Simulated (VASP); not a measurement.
A run of VASP 6.6.1 is set up as follows.

File INCAR:

```
PREC = Accurate
ENCUT = 520
EDIFF = 1E-8
ISMEAR = -1
SIGMA = 0.05
LREAL = F
LASPH = T
NELM = 80
ALGO = Normal
ISIF = 2
LWAVE = F
LCHARG = F
GGA = PS
LEFG = T
NBANDS = 16
```

File KPOINTS:

```
regular mesh
0
Gamma
  13 13 11
```

The input POSCAR:

```
ScSi2
1.0
    3.6105332048      0.0000000000      0.0000000000
   -1.8052666024      3.1268134766      0.0000000000
    0.0000000000      0.0000000000      3.8176962911
Sc Si
1 2
Direct
    0.0000000000      0.0000000000      0.0000000000
    0.3333333333      0.6666666667      0.5000000000
    0.6666666667      0.3333333333      0.5000000000
```

Potentials or basis: VASP PAW PBE potentials, release 64 (Sc_sv, Si).

The run is started by

```bash
$ cat potpaw_PBE.64/Sc_sv/POTCAR potpaw_PBE.64/Si/POTCAR > POTCAR
$ mpirun -np 1 vasp_std > vasp.out
```

Problem. What does it give for the band gap on the k mesh?

Solution. Zero (an odd number of electrons rules out a gap without spin polarisation).

Problem. Estimate the pressure.

Solution. 30.4 GPa.

Stress tensor (GPa, compression positive):
```
44.96  0.00  0.00
 0.00 44.96  0.00
 0.00  0.00  1.38
```

Caveat: the cell stands under pressure; without QUAD_EFG the Cq values of the log hold for a quadrupole moment of 1 mb, not for the nuclei; the PAW data sets were made with another functional, which shifts forces and pressure a little.
